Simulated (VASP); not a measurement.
A run of VASP 6.6.1 is set up as follows.

INCAR

```
  PREC = Accurate
  ENCUT = 520
  EDIFF = 1E-6
  ISMEAR = 0
  SIGMA = 0.1
  LREAL = False
  LASPH = True
  NELM = 60
  ALGO = Fast
  ISIF = 2
  LWAVE = False
  LCHARG = False
  GGA = PE
  NBANDS = 31
```

The input KPOINTS:

```
Automatic mesh
0
Gamma
  10 10 4
```

The input POSCAR:

```
TiAl3
1.0
    3.8838003273      0.0000000000      0.0000000000
    0.0000000000      3.8838003273      0.0000000000
    0.0000000000      0.0000000000      8.5898189606
Ti Al
2 6
Direct
    0.0000000000      0.0000000000      0.0000000000
    0.5000000000      0.5000000000      0.5000000000
    0.5000000000      0.5000000000      0.0000000000
    0.0000000000      0.5000000000      0.2500000000
    0.5000000000      0.0000000000      0.2500000000
    0.0000000000      0.0000000000      0.5000000000
    0.5000000000      0.0000000000      0.7500000000
    0.0000000000      0.5000000000      0.7500000000
```

Potentials or basis: VASP PAW PBE potentials, release 64 (Ti_sv, Al).

Launch:

```bash
$ cat potpaw_PBE.64/Ti_sv/POTCAR potpaw_PBE.64/Al/POTCAR > POTCAR
$ mpirun -np 1 vasp_std > vasp.out
```

Q: Estimate the pressure.

A: -1.7 GPa.

Q: Predict the band gap on the k mesh.

A: Zero (bands 21 and 22 overlap by 2.05 eV).

Stress tensor (GPa, compression positive):
```
-2.57  0.00  0.00
 0.00 -2.57  0.00
 0.00  0.00 -0.03
```

Caveat: the cell differs from its parent crystal (biaxial strain in the a-b plane: +1.0 %, then relaxed in part).
